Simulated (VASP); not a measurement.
# HfGeCl (P4/nmm) in VASP: settings compared

Aim: see how the results for HfGeCl move with the level of theory and the settings. Levels: r2SCAN, r2SCAN+D3(BJ). Tasks: single point.

All numbers are computed with VASP 6.6.1; they aren't measurements. Logs are shortened: lines on timing, memory, paths and dates and some standing lists are left out, and cuts for length are marked.

## 1. The cell of the first run

The structure is tetragonal, space group P4/nmm (No. 129). Conventional cell: a = 3.697 Å, b = 3.697 Å, c = 8.474 Å, α = 90.00°, β = 90.00°, γ = 90.00°. Hf (site symmetry 4mm) has 5 Cl at 2.82 to 3.02 Å and 4 Ge at 2.87 Å and 4 Hf at 3.70 Å within 3.7 Å. Within 3.4 Å of Ge (site symmetry -4m2) lie 4 Ge at 2.61 Å and 4 Hf at 2.87 Å. Cl (site symmetry 4mm) has 5 Hf at 2.82 to 3.02 Å and 8 Cl at 3.26 to 3.70 Å within 3.7 Å.

## 2. Single point, r2SCAN

POSCAR reads:

```
HfGeCl
1.0
    3.6972640000      0.0000000000      0.0000000000
    0.0000000000      3.6972640000      0.0000000000
    0.0000000000      0.0000000000      8.4741690000
Hf Ge Cl
2 2 2
Direct
    0.0000000000      0.5000000000      0.2590000000
    0.5000000000      0.0000000000      0.7410000000
    0.0000000000      0.0000000000      0.0000000000
    0.5000000000      0.5000000000      0.0000000000
    0.0000000000      0.5000000000      0.6150000000
    0.5000000000      0.0000000000      0.3850000000
```

INCAR.step1 reads:

```
ALGO = Normal ; EDIFF = 1E-4
ENCUT = 520 ; GGA = PE
ISMEAR = -1 ; LASPH = T
LCHARG = F ; LREAL = F
LWAVE = T ; NBANDS = 40
NELM = 60 ; PREC = Accurate
SIGMA = 0.0899
```

INCAR.step2 reads:

```
ALGO = Normal ; EDIFF = 1E-6
ENCUT = 520 ; ISIF = 2
ISMEAR = -1 ; ISTART = 1
LASPH = T ; LCHARG = F
LMIXTAU = T ; LREAL = F
LWAVE = F ; METAGGA = R2SCAN
NBANDS = 40 ; NELM = 60
PREC = Accurate ; SIGMA = 0.0899
```

KPOINTS reads:

```
k-points
0
Gamma
  5 5 2
```

Potentials or basis: VASP PAW PBE potentials, release 64 (Hf_pv, Ge_d, Cl).

Started as:

```sh
$ cat potpaw_PBE.64/Hf_pv/POTCAR potpaw_PBE.64/Ge_d/POTCAR potpaw_PBE.64/Cl/POTCAR > POTCAR
$ cp INCAR.step1 INCAR
$ mpirun -np 1 vasp_std > vasp.out
$ cp INCAR.step2 INCAR
$ mpirun -np 1 vasp_std > vasp.out
```

OUTCAR:

```text
EDIFF = 1E-6
   ENCUT = 520
   ISIF = 2
   ISMEAR = -1
   ISTART = 1
   LASPH = T
   LREAL = F
   METAGGA = R2SCAN
   NELM = 60
   PREC = Accurate

 ion  position               nearest neighbor table
   1  0.000  0.500  0.259-   6 2.82   6 2.82   6 2.82   6 2.82   4 2.87   4 2.87   3 2.87   3 2.87
                             5 3.02
   2  0.500  0.000  0.741-   5 2.82   5 2.82   5 2.82   5 2.82   4 2.87   3 2.87   3 2.87   4 2.87
                             6 3.02
   3  0.000  0.000  0.000-   4 2.61   4 2.61   4 2.61   4 2.61   2 2.87   2 2.87   1 2.87   1 2.87

   4  0.500  0.500  0.000-   3 2.61   3 2.61   3 2.61   3 2.61   2 2.87   1 2.87   1 2.87   2 2.87

   5  0.000  0.500  0.615-   2 2.82   2 2.82   2 2.82   2 2.82   1 3.02
   6  0.500  0.000  0.385-   1 2.82   1 2.82   1 2.82   1 2.82   2 3.02

  LATTYP: Found a simple tetragonal cell.
 ALAT       =     3.6972640000
 C/A-ratio  =     2.2920107950

  Lattice vectors:

 A1 = (   3.6972640000,   0.0000000000,   0.0000000000)
 A2 = (   0.0000000000,   3.6972640000,   0.0000000000)
 A3 = (   0.0000000000,   0.0000000000,   8.4741690000)

Analysis of symmetry for initial positions (statically):
=====================================================================
 Subroutine PRICEL returns:
 Original cell was already a primitive cell.

 Routine SETGRP: Setting up the symmetry group for a
 simple tetragonal supercell.

 Subroutine GETGRP returns: Found 16 space group operations
 (whereof  8 operations were pure point group operations)
 out of a pool of 16 trial point group operations.

The static configuration has the point symmetry D_2d.
 The point group associated with its full space group is D_4h.

Analysis of symmetry for dynamics (positions and initial velocities):
=====================================================================
 Subroutine PRICEL returns:
 Original cell was already a primitive cell.

 Routine SETGRP: Setting up the symmetry group for a
 simple tetragonal supercell.

 Subroutine GETGRP returns: Found 16 space group operations
 (whereof  8 operations were pure point group operations)
 out of a pool of 16 trial point group operations.

The dynamic configuration has the point symmetry D_2d.
 The point group associated with its full space group is D_4h.

 Subroutine INISYM returns: Found 16 space group operations
 (whereof  8 operations are pure point group operations),
 and found     1 'primitive' translations

----------------------------------------------------------------------------------------

                                     Primitive cell

  volume of cell :     115.8399

  direct lattice vectors                    reciprocal lattice vectors
     3.697264000  0.000000000  0.000000000     0.270470272  0.000000000  0.000000000
     0.000000000  3.697264000  0.000000000     0.000000000  0.270470272  0.000000000
     0.000000000  0.000000000  8.474169000     0.000000000  0.000000000  0.118005671

  length of vectors
     3.697264000  3.697264000  8.474169000     0.270470272  0.270470272  0.118005671

  position of ions in fractional coordinates (direct lattice)
     0.000000000  0.500000000  0.259000000
     0.500000000  0.000000000  0.741000000
     0.000000000  0.000000000  0.000000000
     0.500000000  0.500000000  0.000000000
     0.000000000  0.500000000  0.615000000
     0.500000000  0.000000000  0.385000000

  ion indices of the primitive-cell ions
   primitive index   ion index
                 1           1
                 2           2
                 3           3
                 4           4
                 5           5
                 6           6

----------------------------------------------------------------------------------------

 KPOINTS: k-points

Automatic generation of k-mesh.
 Grid dimensions read from file:
 generate k-points for:    5    5    2

 Generating k-lattice:

  Cartesian coordinates                     Fractional coordinates (reciprocal lattice)
     0.054094054  0.000000000  0.000000000     0.200000000  0.000000000  0.000000000
     0.000000000  0.054094054  0.000000000     0.000000000  0.200000000  0.000000000
     0.000000000  0.000000000  0.059002836     0.000000000  0.000000000  0.500000000

  Length of vectors
     0.054094054  0.054094054  0.059002836

  Shift w.r.t. Gamma in fractional coordinates (k-lattice)
     0.000000000  0.000000000  0.000000000

 Subroutine IBZKPT returns following result:
 ===========================================

 Found     12 irreducible k-points:

 Following reciprocal coordinates:
            Coordinates               Weight
  0.000000  0.000000  0.000000      1.000000
  0.200000  0.000000  0.000000      4.000000
  0.400000  0.000000  0.000000      4.000000
  0.200000  0.200000  0.000000      4.000000
  0.400000  0.200000  0.000000      8.000000
  0.400000  0.400000  0.000000      4.000000
  0.000000  0.000000  0.500000      1.000000
  0.200000  0.000000  0.500000      4.000000
  0.400000  0.000000  0.500000      4.000000
  0.200000  0.200000  0.500000      4.000000
  0.400000  0.200000  0.500000      8.000000
  0.400000  0.400000  0.500000      4.000000
   k-points           NKPTS =     12   k-points in BZ     NKDIM =     12   number of bands    NBANDS=     40
   number of dos      NEDOS =    301   number of ions     NIONS =      6
   total plane-waves  NPLWV =  50176
   dimension x,y,z NGX =    28 NGY =   28 NGZ =   64
   dimension x,y,z NGXF=    56 NGYF=   56 NGZF=  128
   ions per type =               2   2   2
   NGX,Y,Z   is equivalent  to a cutoff of  12.59, 12.59, 12.56 a.u.
   NGXF,Y,Z  is equivalent  to a cutoff of  25.18, 25.18, 25.11 a.u.
 SYSTEM =  unknown system
   PREC   = accura    normal or accurate (medium, high low for compatibility)
   ISTART =      1    job   : 0-new  1-cont  2-samecut
   ICHARG =      0    charge: 1-file 2-atom 10-const
   ISPIN  =      1    spin polarized calculation?
   LNONCOLLINEAR =      F non collinear calculations
   LSORBIT =      F    spin-orbit coupling
   LASPH  =      T    aspherical Exc in radial PAW
   ENCUT  =  520.0 eV  38.22 Ry    6.18 a.u.   6.87  6.87 15.76*2*pi/ulx,y,z
   NELM   =     60;   NELMIN=  2; NELMDL=  0     # of ELM steps
   EDIFF  = 0.1E-05   stopping-criterion for ELM
   LREAL  =      F    real-space projection
   EDIFFG = 0.1E-04   stopping-criterion for IOM
   NSW    =      0    number of steps for IOM
   IBRION =     -1    ionic relax: 0-MD 1-quasi-New 2-CG
   NFREE  =      0    steps in history (QN), initial steepest desc. (CG)
   ISIF   =      2    stress and relaxation
   ISYM   =      2    0-nonsym 1-usesym 2-fastsym
   POTIM  = 0.5000    time-step for ionic-motion
   TEBEG  =    0.0;   TEEND  =   0.0 temperature during run
   PSTRESS=    0.0 pullay stress
   NELECT =      62.0000    total number of electrons
   NUPDOWN=      -1.0000    fix difference up-down
   EMIN   =  10.00;   EMAX   =-10.00  energy-range for DOS
   EFERMI =   0.00;   METHOD = LEGACY
   ISMEAR =    -1;   SIGMA  =   0.09  broadening in eV -4-tet -1-fermi 0-gaus
   EFERMI_NEDOS =   21; number of points for ismear=-14 and -15
   IALGO  =     38    algorithm
   IMIX   =      4    mixing-type and parameters
     AMIX     =   0.40;   BMIX     =  1.00
     AMIX_MAG =   1.60;   BMIX_MAG =  1.00
  volume/ion in A,a.u.               =      19.31       130.29
  Fermi-wavevector in a.u.,A,eV,Ry     =   1.329187  2.511799 24.037927  1.766738
  Thomas-Fermi vector in A             =   2.458368
   LORBIT       =      0    0 simple, 1 ext, 2 COOP (PROOUT), +10 PAW based schemes
   METAGGA = R2SCAN    functional components
   LHFCALC =     F    Hartree Fock is set to
   AEXX    =    0.0000 exact exchange contribution
   IVDW    =     0    specifies the selected vdW correction
   LEPSILON=     F    determine dielectric tensor
   LRPA    =     F    only Hartree local field effects (RPA)
 non-spin polarized calculation
  energy-cutoff  :      520.00
  volume of cell :      115.84
 maximum number of plane-waves:      3144
 NGX is ok and might be reduce to    28
   NGX = 13   NGY = 13   NGZ = 31

 number of electron      62.0000003 magnetization

 Free energy of the ion-electron system (eV)
  ---------------------------------------------------
  ext. energy  EPLUGINS =         0.00000000
  ---------------------------------------------------
  free energy    TOTEN  =      -134.12722337 eV

  energy without entropy =     -134.02639752  energy(sigma->0) =     -134.07681044

 E-fermi :   7.5255     XC(G=0): -11.7328

 val. band max:        7.4148776518   @ k =   0.2000   0.0000   0.5000
 cond. band min:       7.5409376136   @ k =   0.4000   0.2000   0.5000
 fundamental gap:      0.1260599618
 Fermi energy:         7.5255458326

 k-point     1 :       0.0000    0.0000    0.0000
  band No.  band energies     occupation
      1     -26.1423      2.00000
      2     -26.1423      2.00000
      3     -26.1417      2.00000
      4     -26.1417      2.00000
      5     -26.1210      2.00000
      6     -26.1056      2.00000
[... 32 lines left out ...]
     39       9.9732      0.00000
     40      10.7597      0.00000

 k-point     2 :       0.2000    0.0000    0.0000
  band No.  band energies     occupation
      1     -26.1783      2.00000
      2     -26.1779      2.00000
      3     -26.1390      2.00000
      4     -26.1385      2.00000
      5     -26.1151      2.00000
      6     -26.1027      2.00000
[... 32 lines left out ...]
     39      10.0494      0.00000
     40      10.5696      0.00000

 k-point     3 :       0.4000    0.0000    0.0000
  band No.  band energies     occupation
      1     -26.2357      2.00000
      2     -26.2357      2.00000
      3     -26.1336      2.00000
      4     -26.1334      2.00000
      5     -26.1042      2.00000
      6     -26.0996      2.00000
[... 337 lines left out ...]
  band No.  band energies     occupation
      1     -26.2300      2.00000
      2     -26.2298      2.00000
      3     -26.1669      2.00000
      4     -26.1666      2.00000
      5     -26.0986      2.00000
      6     -26.0977      2.00000
[... 32 lines left out ...]
     39      10.3465      0.00000
     40      10.4176      0.00000

 k-point    12 :       0.4000    0.4000    0.5000
  band No.  band energies     occupation
      1     -26.2213      2.00000
      2     -26.2207      2.00000
      3     -26.2195      2.00000
      4     -26.2192      2.00000
      5     -26.0924      2.00000
      6     -26.0920      2.00000
[... 32 lines left out ...]
     39      10.3432      0.00000
     40      10.5785      0.00000

------------------------ aborting loop because EDIFF is reached ----------------------------------------

  FORCE on cell =-STRESS in cart. coord.  units (eV):
  Direction    XX          YY          ZZ          XY          YZ          ZX
  --------------------------------------------------------------------------------------
  -------------------------------------------------------------------------------------
  Total       -2.2785079     -2.2785079     -7.4328022      0.0000000      0.0000000      0.0000000
  in kB      -31.5139665    -31.5139665   -102.8028405      0.0000000      0.0000000      0.0000000
  external PRESSURE =     -55.2769245 kB  Pullay stress =       0.0000000 kB

 VOLUME and BASIS-vectors are now :
 -----------------------------------------------------------------------------
  energy-cutoff  :      520.00
  volume of cell :      115.84
      direct lattice vectors                 reciprocal lattice vectors
     3.697264000  0.000000000  0.000000000     0.270470272  0.000000000  0.000000000
     0.000000000  3.697264000  0.000000000     0.000000000  0.270470272  0.000000000
     0.000000000  0.000000000  8.474169000     0.000000000  0.000000000  0.118005671

 POSITION                                       TOTAL-FORCE (eV/Angst)
 -----------------------------------------------------------------------------------
      0.00000      1.84863      2.19481         0.000000      0.000000     -2.141425
      1.84863      0.00000      6.27936         0.000000      0.000000      2.141425
      0.00000      0.00000      0.00000         0.000000      0.000000      0.000000
      1.84863      1.84863      0.00000        -0.000000     -0.000000      0.000000
      0.00000      1.84863      5.21161         0.000000      0.000000     -0.157315
      1.84863      0.00000      3.26256         0.000000     -0.000000      0.157315
 -----------------------------------------------------------------------------------
    total drift:                                0.000000      0.000000     -0.000000

  FREE ENERGIE OF THE ION-ELECTRON SYSTEM (eV)
  ---------------------------------------------------
  free  energy   TOTEN  =      -134.1272233653 eV

  energy  without entropy=     -134.0263975229  energy(sigma->0) =     -134.07681044
```

Run time: 80 s. Hardware: 1 thread of Intel Xeon 6975P-C (Granite Rapids), shared host; peak memory 0.25 GiB.

Results:

```yaml
Free_energy: -134.1272 eV
Pressure: -5.5 GPa
Largest_force: 2.141 eV/Å
Band_gap_on_the_k_mesh: zero (band 31 reaches 8.64 eV, above the bottom of band 32 at 6.91 eV)
```

Forces in eV/Å, atoms in the order of the input:
```
Hf   0.000  0.000 -2.141
Hf   0.000  0.000  2.141
Ge   0.000  0.000  0.000
Ge   0.000  0.000  0.000
Cl   0.000  0.000 -0.157
Cl   0.000  0.000  0.157
```

Stress tensor (GPa, compression positive):
```
 -3.15   0.00   0.00
  0.00  -3.15   0.00
  0.00   0.00 -10.28
```

Levels at points of the mesh, in eV from the Fermi level:
```csv
k point,band 27,band 28,band 29,band 30,band 31,band 32,band 33,band 34,band 35,band 36
"(0.00, 0.00, 0.00)",-4.24,-3.34,-3.34,-2.89,-0.67,-0.62,-0.56,0.83,0.83,1.10
"(0.00, 0.00, 0.50)",-4.53,-3.35,-3.35,-3.08,-0.38,-0.27,0.53,0.97,0.97,1.14
```

Caveat: the k points lie up to 0.37 Å⁻¹ apart; the PAW data sets were made with another functional, which shifts forces and pressure a little; spin-orbit coupling is left out, which moves the levels of the heavy elements.

## 3. Single point, r2SCAN+D3(BJ)

POSCAR is that of step 2.

INCAR.step1 reads:

```
PREC = Accurate ; ENCUT = 520
ISMEAR = -5 ; SIGMA = 0.1
LREAL = False ; LASPH = True
NELM = 60 ; NBANDS = 40
GGA = PE ; ALGO = Normal
EDIFF = 1E-4 ; LWAVE = True
LCHARG = False
```

INCAR.step2 reads:

```
PREC = Accurate ; ENCUT = 520
EDIFF = 1E-7 ; ISMEAR = -5
SIGMA = 0.1 ; LREAL = False
LASPH = True ; NELM = 60
ALGO = Normal ; ISIF = 2
LWAVE = False ; LCHARG = False
METAGGA = R2SCAN ; LMIXTAU = True
IVDW = 12 ; VDW_S6 = 1.0
VDW_S8 = 0.78981345 ; VDW_A1 = 0.49484001
VDW_A2 = 5.73083694 ; NBANDS = 40
ISTART = 1
```

KPOINTS reads:

```
Automatic mesh
0
Gamma
  5 5 2
```

Potentials or basis: VASP PAW PBE potentials, release 64 (Hf_pv, Ge_d, Cl).

Started as:

```sh
$ cat potpaw_PBE.64/Hf_pv/POTCAR potpaw_PBE.64/Ge_d/POTCAR potpaw_PBE.64/Cl/POTCAR > POTCAR
$ cp INCAR.step1 INCAR
$ mpirun -np 1 vasp_std > vasp.out
$ cp INCAR.step2 INCAR
$ mpirun -np 1 vasp_std > vasp.out
```

Run time: 100 s. Hardware: 1 thread of Intel Xeon 6975P-C (Granite Rapids), shared host; peak memory 0.25 GiB.

Results (log left out):

```yaml
Free_energy: -135.1225 eV
Pressure: -7.0 GPa
Largest_force: 2.129 eV/Å
Band_gap_on_the_k_mesh: zero (band 31 reaches 8.64 eV, above the bottom of band 32 at 6.90 eV)
Dispersion_energy_per_atom: -0.171 eV
```

Forces in eV/Å, atoms in the order of the input:
```
Hf   0.000  0.000 -2.129
Hf   0.000  0.000  2.129
Ge   0.000  0.000  0.000
Ge   0.000  0.000  0.000
Cl   0.000  0.000 -0.146
Cl   0.000  0.000  0.146
```

Stress tensor (GPa, compression positive):
```
 -4.77   0.00   0.00
  0.00  -4.77   0.00
  0.00   0.00 -11.53
```

Levels at points of the mesh, in eV from the Fermi level:
| k point | band 29 | band 30 | band 31 | band 32 | band 33 | band 34 |
| --- | --- | --- | --- | --- | --- | --- |
| (0.00, 0.00, 0.00) | -3.32 | -2.87 | -0.65 | -0.60 | -0.55 | 0.85 |
| (0.00, 0.00, 0.50) | -3.33 | -3.06 | -0.37 | -0.26 | 0.54 | 0.99 |

Caveat: the k points lie up to 0.37 Å⁻¹ apart; three body term missing; the PAW data sets were made with another functional, which shifts forces and pressure a little; spin-orbit coupling is left out, which moves the levels of the heavy elements; pairwise dispersion overbinds metals, which lowers pressure and volume; tetrahedron occupations give inexact forces and stress in metals.
